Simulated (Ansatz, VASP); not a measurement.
## Ir in VASP and in Ansatz

```
Ir
1.0
     0.00000    1.82634    1.82634
     1.82634    0.00000    1.82634
     1.82634    1.82634    0.00000
Ir
1
Cartesian
  0.0000 0.0000 0.0000
```

Change from the starting cell: volume scaled by 0.88, PAW files.

Alike in both runs: task single point; functional LDA; k mesh 17 × 17 × 17; occupations fermi-dirac, width 0.1 eV; no spin polarisation.

|  | VASP | Ansatz |
| --- | --- | --- |
| version | VASP 6.6.1 | Ansatz 0.2.0 |
| potentials or method | VASP PAW LDA potentials, release 64 (Ir_sv_GW) | PAW with Ansatz's default frozen-core files, scalar-relativistic |
| plane-wave cutoff (eV) | 560 | 420 |
| valence electrons in the cell | 17 | 17 |

|  | VASP | Ansatz | Ansatz less VASP |
| --- | --- | --- | --- |
| pressure (GPa) | 71.0 | 70.9 | -0.07 |

LDA's correlation is that of Perdew and Zunger in VASP and of Perdew and Wang (1992) in Ansatz. Both programs put the cell under a high pressure, so it lies far from rest at this level.

Spin-orbit coupling is off throughout. Noted on VASP's run: the cell as given lies far from equilibrium.
